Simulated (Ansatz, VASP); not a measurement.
One calculation of PbO, two programs

```
Pb O
1.0
     4.18306    0.00000    0.00000
     0.00000    3.76574    0.00000
     0.00000    0.00000    5.02200
Pb O
2 2
Direct
  0.00000 0.50000 0.23510
  0.50000 0.00000 0.76490
  0.00000 0.00000 0.00000
  0.50000 0.50000 0.00000
```

Change from the starting cell: strain +0.0525 x Voigt [1, -1, 0, 0, 0, 0], atoms carried along.

Alike in both runs: task single point; functional PBE; k mesh 8 × 8 × 6; occupations gaussian, width 0.05 eV; no spin polarisation.

```csv
,VASP,Ansatz
version,VASP 6.6.1,Ansatz 0.2.0
potentials or method,"VASP PAW PBE potentials, release 64 (Pb_d, O), cutoff 520 eV","scalar-relativistic, plane waves, PAW"
valence electrons in the cell,40,40
```

|  | VASP | Ansatz | Ansatz less VASP |
| --- | --- | --- | --- |
| gap on the k mesh at the Fermi level (eV) | 1.22 | 1.22 | -0.006 |
| least direct gap on the mesh (eV) | 2.40 | 2.41 | +0.009 |
| pressure (GPa) | 6.1 | 6.1 | -0.09 |
| traceless stress, the component that is largest in VASP (GPa) | 4.59 | 4.47 | -0.114 |
| rms of the force components (eV/Å) | 0.492 | 0.474 | -0.0181 |

Atom by atom the forces differ by 0.021 eV/Å (rms over components).

Spin-orbit coupling is off throughout.
